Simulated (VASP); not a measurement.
## PbO: single point with PBE

The system is PbO.

```
Pb O
1.0
     4.19686    0.00000    0.00000
    -2.09843    3.63459    0.00000
     0.00000    0.00000    5.62229
Pb O
2 2
Direct
  0.33333 0.66667 0.98047
  0.66667 0.33333 0.48047
  0.33333 0.66667 0.39453
  0.66667 0.33333 0.89453
```

```
Program             : VASP 6.6.1
Task                : single point
Functional          : PBE
Potentials or basis : VASP PAW PBE potentials, release 64 (Pb_d, O)
Cutoff              : 520 eV
k mesh              : 6 × 6 × 2
Occupations         : gaussian, width 0.01 eV
Spin                : no spin polarisation
```

```
Pressure               : 2.6 GPa
Largest force          : 0.008 eV/Å
Band gap on the k mesh : 1.87 eV, indirect (least direct gap 2.07 eV)
```

Forces in eV/Å, atoms in the order of the input:
```
Pb   0.000  0.000  0.008
Pb   0.000  0.000  0.008
O    0.000  0.000 -0.008
O    0.000  0.000 -0.008
```

Stress tensor (GPa, compression positive):
```
1.66 0.00 0.00
0.00 1.66 0.00
0.00 0.00 4.61
```

Levels at points of the mesh, in eV from the valence-band top:
| k point | band 16 | band 17 | band 18 | band 19 | band 20 | band 21 | band 22 | band 23 | band 24 | band 25 |
| --- | --- | --- | --- | --- | --- | --- | --- | --- | --- | --- |
| (0.00, 0.00, 0.00) | -2.92 | -2.92 | -2.16 | -2.16 | -2.14 | 3.81 | 4.64 | 4.64 | 5.33 | 5.33 |
| (0.50, 0.00, 0.00) | -3.70 | -2.97 | -2.55 | -0.97 | -0.82 | 2.14 | 3.45 | 4.84 | 5.38 | 5.54 |
| (0.00, 0.00, 0.50) | -2.52 | -2.52 | -2.52 | -1.58 | -1.58 | 3.61 | 3.61 | 4.76 | 4.76 | 4.76 |
| (0.50, 0.00, 0.50) | -3.13 | -2.64 | -2.64 | -0.67 | -0.67 | 1.87 | 1.87 | 4.82 | 4.82 | 5.61 |

It took 47 s on 1 thread of AMD EPYC 7R13, on a shared host, peak memory 0.17 GiB.

Caveat: the k points lie up to 0.56 Å⁻¹ apart; spin-orbit coupling is left out, which moves the levels of the heavy elements. A k mesh can miss the band edges.
